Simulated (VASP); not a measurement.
# Ge5Pd (F-43m) in VASP: further runs

Ge5Pd is run at these levels: PBE; tasks: relaxation of cell and atoms, single point.

Program: VASP 6.6.1. These are calculated values, not measurements. Logs are shortened: lines on timing, memory, paths and dates and some standing lists are left out, and cuts for length are marked.

## Step 1: The cell of the first run

It takes space group F-43m (No. 216, cubic). Conventional cell: a = 8.105 Å, b = 8.105 Å, c = 8.105 Å, α = 90.00°, β = 90.00°, γ = 90.00°. Ge (site symmetry -43m) has 4 Ge at 1.97 Å within 2.6 Å. Within 2.6 Å of Ge (site symmetry 3m) lie 4 Ge at 1.97 to 2.52 Å. Pd (site symmetry -43m) has 18 Ge at 3.33 to 4.05 Å within 4.4 Å.

The cell was built from a structure type or drawn by symmetry, and may not be a known phase.

## Step 2: Relaxation of cell and atoms, PBE

The input, INCAR:

```
SYSTEM = Ge5Pd
PREC = Accurate
ENCUT = 600
EDIFF = 1E-6
ISMEAR = 0
SIGMA = 0.1
LREAL = .FALSE.
LASPH = .TRUE.
NELM = 60
ALGO = Normal
ISIF = 3
LWAVE = .FALSE.
LCHARG = .FALSE.
GGA = PE
IBRION = 2
NSW = 90
EDIFFG = -0.04
```

The input, KPOINTS:

```
regular mesh
0
G
  4 4 4
  0 0 0
```

The input, POSCAR:

```
Ge5Pd
1.0
    0.0000000000      4.0526688700      4.0526688700
    4.0526688700      0.0000000000      4.0526688700
    4.0526688700      4.0526688700      0.0000000000
Ge Pd
5 1
Direct
    0.5000000000      0.5000000000      0.5000000000
    0.6401392900      0.6401392900      0.6401392900
    0.6401392900      0.6401392900      0.0795821300
    0.6401392900      0.0795821300      0.6401392900
    0.0795821300      0.6401392900      0.6401392900
    0.0000000000      0.0000000000      0.0000000000
```

Potentials or basis: VASP PAW PBE potentials, release 64 (Ge_d, Pd).

Command:

```console
> cat potpaw_PBE.64/Ge_d/POTCAR potpaw_PBE.64/Pd/POTCAR > POTCAR
> mpirun -np 1 vasp_std > vasp.out
```

OUTCAR:

```text
SYSTEM = Ge5Pd
   PREC = Accurate
   ENCUT = 600
   EDIFF = 1E-6
   ISMEAR = 0
   LREAL = .FALSE.
   LASPH = .TRUE.
   NELM = 60
   ISIF = 3
   GGA = PE
   IBRION = 2
   NSW = 90
   EDIFFG = -0.04

 ion  position               nearest neighbor table
   1  0.500  0.500  0.500-   2 1.97   3 1.97   4 1.97   5 1.97
   2  0.640  0.640  0.640-   1 1.97   3 2.52   4 2.52   5 2.52
   3  0.640  0.640  0.080-   1 1.97   2 2.52   4 2.52   5 2.52
   4  0.640  0.080  0.640-   1 1.97   2 2.52   3 2.52   5 2.52
   5  0.080  0.640  0.640-   1 1.97   2 2.52   3 2.52   4 2.52
   6  0.000  0.000  0.000-

  LATTYP: Found a face centered cubic cell.
 ALAT       =     8.1053377400

  Lattice vectors:

 A1 = (   0.0000000000,   4.0526688700,   4.0526688700)
 A2 = (   4.0526688700,   0.0000000000,   4.0526688700)
 A3 = (   4.0526688700,   4.0526688700,   0.0000000000)

Analysis of symmetry for initial positions (statically):
=====================================================================
 Subroutine PRICEL returns:
 Original cell was already a primitive cell.

 Routine SETGRP: Setting up the symmetry group for a
 face centered cubic supercell.

 Subroutine GETGRP returns: Found 24 space group operations
 (whereof 24 operations were pure point group operations)
 out of a pool of 48 trial point group operations.

The static configuration has the point symmetry T_d .

Analysis of symmetry for dynamics (positions and initial velocities):
=====================================================================
 Subroutine PRICEL returns:
 Original cell was already a primitive cell.

 Routine SETGRP: Setting up the symmetry group for a
 face centered cubic supercell.

 Subroutine GETGRP returns: Found 24 space group operations
 (whereof 24 operations were pure point group operations)
 out of a pool of 48 trial point group operations.

The dynamic configuration has the point symmetry T_d .

 Subroutine INISYM returns: Found 24 space group operations
 (whereof 24 operations are pure point group operations),
 and found     1 'primitive' translations

----------------------------------------------------------------------------------------

                                     Primitive cell

  volume of cell :     133.1231

  direct lattice vectors                    reciprocal lattice vectors
     0.000000000  4.052668870  4.052668870    -0.123375488  0.123375488  0.123375488
     4.052668870  0.000000000  4.052668870     0.123375488 -0.123375488  0.123375488
     4.052668870  4.052668870  0.000000000     0.123375488  0.123375488 -0.123375488

  length of vectors
     5.731339280  5.731339280  5.731339280     0.213692614  0.213692614  0.213692614

  position of ions in fractional coordinates (direct lattice)
     0.500000000  0.500000000  0.500000000
     0.640139290  0.640139290  0.640139290
     0.640139290  0.640139290  0.079582130
[... 56 lines left out ...]
   NGXF,Y,Z  is equivalent  to a cutoff of  27.85, 27.85, 27.85 a.u.
 SYSTEM =  Ge5Pd
   PREC   = accura    normal or accurate (medium, high low for compatibility)
   ISTART =      0    job   : 0-new  1-cont  2-samecut
   ICHARG =      2    charge: 1-file 2-atom 10-const
   ISPIN  =      1    spin polarized calculation?
   LNONCOLLINEAR =      F non collinear calculations
   LSORBIT =      F    spin-orbit coupling
   LASPH  =      T    aspherical Exc in radial PAW
   ENCUT  =  600.0 eV  44.10 Ry    6.64 a.u.  11.45 11.45 11.45*2*pi/ulx,y,z
   NELM   =     60;   NELMIN=  2; NELMDL= -5     # of ELM steps
   EDIFF  = 0.1E-05   stopping-criterion for ELM
   LREAL  =      F    real-space projection
   EDIFFG = -.4E-01   stopping-criterion for IOM
   NSW    =     90    number of steps for IOM
   IBRION =      2    ionic relax: 0-MD 1-quasi-New 2-CG
   NFREE  =      1    steps in history (QN), initial steepest desc. (CG)
   ISIF   =      3    stress and relaxation
   ISYM   =      2    0-nonsym 1-usesym 2-fastsym
   POTIM  = 0.5000    time-step for ionic-motion
   TEBEG  =    0.0;   TEEND  =   0.0 temperature during run
   PSTRESS=    0.0 pullay stress
   NELECT =      80.0000    total number of electrons
   NUPDOWN=      -1.0000    fix difference up-down
   EMIN   =  10.00;   EMAX   =-10.00  energy-range for DOS
   EFERMI =   0.00;   METHOD = LEGACY
   ISMEAR =     0;   SIGMA  =   0.10  broadening in eV -4-tet -1-fermi 0-gaus
   EFERMI_NEDOS =   21; number of points for ismear=-14 and -15
   IALGO  =     38    algorithm
   IMIX   =      4    mixing-type and parameters
     AMIX     =   0.40;   BMIX     =  1.00
     AMIX_MAG =   1.60;   BMIX_MAG =  1.00
  volume/ion in A,a.u.               =      22.19       149.73
  Fermi-wavevector in a.u.,A,eV,Ry     =   1.381509  2.610673 25.967631  1.908567
  Thomas-Fermi vector in A             =   2.506287
   LORBIT       =      0    0 simple, 1 ext, 2 COOP (PROOUT), +10 PAW based schemes
   GGA     = PE    functional components
   LHFCALC =     F    Hartree Fock is set to
   AEXX    =    0.0000 exact exchange contribution
   IVDW    =     0    specifies the selected vdW correction
   LEPSILON=     F    determine dielectric tensor
   LRPA    =     F    only Hartree local field effects (RPA)
 conjugate gradient relaxation of ions
 non-spin polarized calculation
 Gauss-broadening in eV      SIGMA  =   0.10
  energy-cutoff  :      600.00
  volume of cell :      133.12
 maximum number of plane-waves:      4477
 NGX is ok and might be reduce to    48
   NGX = 23   NGY = 23   NGZ = 23

--------------------------------------- Ionic step        1  -------------------------------------------

 number of electron      79.9999990 magnetization

 Free energy of the ion-electron system (eV)
  ---------------------------------------------------
  ext. energy  EPLUGINS =         0.00000000
  ---------------------------------------------------
  free energy    TOTEN  =       -15.57069828 eV

  energy without entropy =      -15.52078681  energy(sigma->0) =      -15.54574254

 E-fermi :   4.9274     XC(G=0):  -9.9203

 val. band max:        4.9041278308   @ k =   0.5000   0.2500   0.0000
 cond. band min:       4.9413733451   @ k =   0.5000   0.5000   0.0000
 fundamental gap:      0.0372455143
 Fermi energy:         4.9274474694

 k-point     1 :       0.0000    0.0000    0.0000
  band No.  band energies     occupation
      1     -21.5185      2.00000
      2     -21.5185      2.00000
      3     -21.5185      2.00000
      4     -21.2442      2.00000
      5     -21.2442      2.00000
      6     -20.5426      2.00000
[... 716 lines left out ...]
--------------------------------------- Ionic step        9  -------------------------------------------

 number of electron      80.0000008 magnetization

 Free energy of the ion-electron system (eV)
  ---------------------------------------------------
  ext. energy  EPLUGINS =         0.00000000
  ---------------------------------------------------
  free energy    TOTEN  =       -21.78512401 eV

  energy without entropy =      -21.74022443  energy(sigma->0) =      -21.76267422

 E-fermi :   1.8434     XC(G=0):  -8.1621

 val. band max:        1.8210757372   @ k =  -0.2500   0.5000   0.2500
 cond. band min:       1.8441230795   @ k =   0.5000   0.2500   0.0000
 fundamental gap:      0.0230473423
 Fermi energy:         1.8434202327

 k-point     1 :       0.0000    0.0000    0.0000
  band No.  band energies     occupation
      1     -23.0701      2.00000
      2     -23.0701      2.00000
      3     -23.0701      2.00000
      4     -23.0082      2.00000
      5     -23.0082      2.00000
      6     -22.9221      2.00000
[... 430 lines left out ...]
  FREE ENERGIE OF THE ION-ELECTRON SYSTEM (eV)
  ---------------------------------------------------
  free  energy   TOTEN  =       -21.7851240077 eV

  energy  without entropy=      -21.7402244329  energy(sigma->0) =      -21.76267422

 reached required accuracy - stopping structural energy minimisation
```

OSZICAR:

```text
N       E                     dE             d eps       ncg     rms          rms(c)
DAV:   1     0.986004539333E+03    0.98600E+03   -0.40593E+04   960   0.483E+03
DAV:   2     0.176861059426E+03   -0.80914E+03   -0.77766E+03   768   0.121E+03
DAV:   3    -0.413933194754E+00   -0.17727E+03   -0.17177E+03   816   0.280E+02
[... 122 lines left out ...]
DAV:   3    -0.217852468906E+02    0.51456E-03   -0.35286E-03   928   0.373E-01    0.712E-02
DAV:   4    -0.217851344704E+02    0.11242E-03   -0.31747E-04   936   0.185E-01    0.186E-02
DAV:   5    -0.217851265155E+02    0.79549E-05   -0.47244E-05   880   0.171E-01    0.989E-03
DAV:   6    -0.217851245913E+02    0.19242E-05   -0.14875E-05  1048   0.539E-02    0.438E-03
DAV:   7    -0.217851240077E+02    0.58364E-06   -0.18173E-06   592   0.135E-02
   9 F= -.21785124E+02 E0= -.21762674E+02  d E =-.101988E-02
```

It took 5.5 min on 1 thread of Intel Xeon 6975P-C (Granite Rapids), shared host; peak memory 0.36 GiB.

What came out:

```yaml
Free_energy: -21.7851 eV
Relaxed_volume: 32.42 Å³/atom
Relaxed_cell: a = 6.503 Å, b = 6.503 Å, c = 6.503 Å, α = 60.00°, β = 60.00°, γ = 60.00°
Space_group_after_relaxing_to_0.1_Å: F-43m (No. 216)
Energy_gained_by_relaxing: 1035.7 meV/atom
Ionic_steps: 9
Pressure_after_relaxing: 0.0 GPa
Largest_force_after_relaxing: 0.007 eV/Å
Band_gap_on_the_k_mesh: zero (bands 40 and 41 overlap by 0.15 eV)
```

Forces on the atoms (eV/Å):
```
Ge   0.000  0.000  0.000
Ge   0.004  0.004  0.004
Ge  -0.004 -0.004  0.004
Ge  -0.004  0.004 -0.004
Ge   0.004 -0.004 -0.004
Pd   0.000  0.000  0.000
```

Step by step:
```csv
step,energy change (eV),largest force (eV/Å),pressure (GPa),volume (Å³)
1,0.0000,9.0300,33.04,133.12
2,-1.1863,9.8890,6.87,242.15
3,-5.3359,3.5518,6.30,173.37
4,-5.3697,3.2678,6.53,171.31
5,-5.3950,2.7656,7.33,167.83
6,-6.1243,0.6357,-1.53,204.93
7,-6.2136,0.0725,0.16,193.79
8,-6.2134,0.1085,0.03,194.33
9,-6.2144,0.0074,0.05,194.50
```

Final structure:
```xyz
6
Lattice="0.0000 4.5986 4.5986 4.5986 0.0000 4.5986 4.5986 4.5986 0.0000" Properties=species:S:1:pos:R:3 pbc="T T T"
Ge    4.5986    4.5986    4.5986
Ge    5.9859    5.9859    5.9859
Ge    3.2114    3.2114    5.9859
Ge    3.2114    5.9859    3.2114
Ge    5.9859    3.2114    3.2114
Pd    0.0000    0.0000    0.0000
```

Levels at points of the mesh, in eV from the Fermi level:
```
           k point  band 36  band 37  band 38  band 39  band 40  band 41  band 42  band 43  band 44  band 45
(0.00, 0.00, 0.00)    -0.63    -0.63    -0.63    -0.26     0.09     0.09     3.04     3.04     3.04     3.25
(0.50, 0.00, 0.00)    -0.91    -0.73    -0.73    -0.66     0.13     0.13     1.10     1.10     1.74     3.01
(0.50, 0.50, 0.00)    -0.90    -0.66    -0.66    -0.46    -0.29     0.22     0.50     0.50     2.48     2.66
```

Caveat: the volume moved by over 15 % at a fixed basis, so the end points are rough.

## Step 3: Single point, PBE

This run uses another cell than the first one, of 32.30 Å³/atom.

The input, INCAR:

```
  PREC = Accurate
  ENCUT = 520
  EDIFF = 1E-6
  ISMEAR = 0
  SIGMA = 0.1
  LREAL = False
  LASPH = True
  NELM = 100
  ALGO = Normal
  ISIF = 2
  LWAVE = False
  LCHARG = False
  GGA = PE
  NBANDS = 49
```

The input, KPOINTS:

```
regular mesh
0
Gamma
  8 8 8
```

The input, POSCAR:

```
Ge5Pd
1.0
    0.0000000000      4.5932323554      4.5932323554
    4.5932323554      0.0000000000      4.5932323554
    4.5932323554      4.5932323554      0.0000000000
Ge Pd
5 1
Direct
    0.5000000000      0.5000000000      0.5000000000
    0.3488657197      0.9534028409      0.3488657197
    0.3488657197      0.3488657197      0.3488657197
    0.9534028409      0.3488657197      0.3488657197
    0.3488657197      0.3488657197      0.9534028409
    0.0000000000      0.0000000000      0.0000000000
```

Potentials or basis: VASP PAW PBE potentials, release 64 (Ge_d, Pd).

Command:

```console
> cat potpaw_PBE.64/Ge_d/POTCAR potpaw_PBE.64/Pd/POTCAR > POTCAR
> mpirun -np 1 vasp_std > vasp.out
```

It took 2.6 min on 1 thread of Intel Xeon 6975P-C (Granite Rapids), shared host; peak memory 0.44 GiB.

It converged, with:

| Property | Result |
| --- | --- |
| Free energy | -21.8052 eV |
| Pressure | 0.0 GPa |
| Largest force | 0.011 eV/Å |
| Band gap on the k mesh | zero (bands 40 and 41 overlap by 0.17 eV) |

Forces in eV/Å, atoms in the order of the input:
```
Ge   0.000  0.000  0.000
Ge  -0.007  0.007 -0.007
Ge   0.007  0.007  0.007
Ge   0.007 -0.007 -0.007
Ge  -0.007 -0.007  0.007
Pd   0.000  0.000  0.000
```

Levels at points of the mesh, in eV from the Fermi level:
| k point | band 37 | band 38 | band 39 | band 40 | band 41 | band 42 | band 43 | band 44 |
| --- | --- | --- | --- | --- | --- | --- | --- | --- |
| (0.00, 0.00, 0.00) | -0.68 | -0.68 | -0.35 | 0.03 | 0.03 | 2.97 | 2.97 | 2.97 |
| (0.50, 0.00, 0.00) | -0.78 | -0.78 | -0.71 | 0.06 | 0.06 | 1.04 | 1.04 | 1.67 |
| (0.50, 0.50, 0.00) | -0.71 | -0.71 | -0.51 | -0.35 | 0.14 | 0.44 | 0.44 | 2.43 |

## Step 4: Single point, PBE, collinear spin

This run uses another cell than the first one, of 32.63 Å³/atom.

The input, INCAR:

```
ALGO = Normal
EDIFF = 1E-6
ENCUT = 520
GGA = PE
ISIF = 2
ISMEAR = 0
ISPIN = 2
LASPH = T
LCHARG = F
LMAXMIX = 4
LORBIT = 11
LREAL = F
LWAVE = F
MAGMOM = 0 0 0 0 0 1
NBANDS = 53
NELM = 150
PREC = Accurate
SIGMA = 0.1
```

The input, KPOINTS:

```
k-points
0
Gamma
  4 4 4
```

The input, POSCAR:

```
Ge5Pd
1.0
    0.0000000000      4.6086457885      4.6086457885
    4.6086457885      0.0000000000      4.6086457885
    4.6086457885      4.6086457885      0.0000000000
Ge Pd
5 1
Direct
    0.5000000000      0.5000000000      0.5000000000
    0.3490946535      0.9527160394      0.3490946535
    0.3490946535      0.3490946535      0.3490946535
    0.9527160394      0.3490946535      0.3490946535
    0.3490946535      0.3490946535      0.9527160394
    0.0000000000      0.0000000000      0.0000000000
```

Command:

```console
> cat potpaw_PBE.64/Ge_d/POTCAR potpaw_PBE.64/Pd/POTCAR > POTCAR
> mpirun -np 1 vasp_std > vasp.out
```

Run time: 98 s. Hardware: 1 thread of Intel Xeon 6975P-C (Granite Rapids), shared host; peak memory 0.45 GiB.

It converged, with:

```
Free energy                                           : -21.8070 eV
Pressure                                              : -0.1 GPa
Largest force                                         : 0.005 eV/Å
Net moment                                            : 0.07 μB per cell
Valence electrons inside the program's atomic spheres : Ge 12.41, 12.27 (each value once); Pd 8.97
```

Forces in eV/Å, atoms in the order of the input:
```
Ge   0.000  0.000  0.000
Ge  -0.003  0.003 -0.003
Ge   0.003  0.003  0.003
Ge   0.003 -0.003 -0.003
Ge  -0.003 -0.003  0.003
Pd   0.000  0.000  0.000
```

Levels at points of the mesh, in eV from the Fermi level:
Spin up:
```tsv
k point	band 38	band 39	band 40	band 41	band 42	band 43
(0.00, 0.00, 0.00)	-0.63	-0.26	0.08	0.08	3.03	3.03
(0.50, 0.00, 0.00)	-0.73	-0.66	0.12	0.12	1.09	1.09
(0.50, 0.50, 0.00)	-0.66	-0.47	-0.30	0.21	0.49	0.49
```
Spin down:
| k point | band 36 | band 37 | band 38 | band 39 | band 40 | band 41 | band 42 | band 43 | band 44 | band 45 |
| --- | --- | --- | --- | --- | --- | --- | --- | --- | --- | --- |
| (0.00, 0.00, 0.00) | -0.62 | -0.62 | -0.62 | -0.26 | 0.10 | 0.10 | 3.03 | 3.03 | 3.03 | 3.20 |
| (0.50, 0.00, 0.00) | -0.91 | -0.72 | -0.72 | -0.65 | 0.13 | 0.13 | 1.10 | 1.10 | 1.74 | 2.99 |
| (0.50, 0.50, 0.00) | -0.89 | -0.65 | -0.65 | -0.46 | -0.28 | 0.23 | 0.50 | 0.50 | 2.48 | 2.64 |

## Step 5: Overview

```tsv
task	spin	cell	k mesh	cutoff (eV)	gap on the mesh (eV)	pressure (GPa)	largest force (eV/Å)
relaxation of cell and atoms	off	relaxed from a = 5.731 Å, angles 60.0°, 6 atoms, atomic positions A	4 × 4 × 4	600	none	0.0	0.01
single point	off	a = 6.496 Å, angles 60.0°, 6 atoms, atomic positions B	8 × 8 × 8	520	none	0.0	0.01
single point	collinear	a = 6.518 Å, angles 60.0°, 6 atoms, atomic positions B	4 × 4 × 4	520	none	-0.1	0.01
```

Alike in all rows: level PBE; potentials or basis VASP PAW PBE potentials, release 64 (Ge_d, Pd); smearing gaussian 0.1 eV.

Caveats: the volume moved by over 15 % at a fixed basis, so the end points are rough (at least some runs).

Total energies depend on the potentials used, so only differences within one code and one set of settings carry meaning.
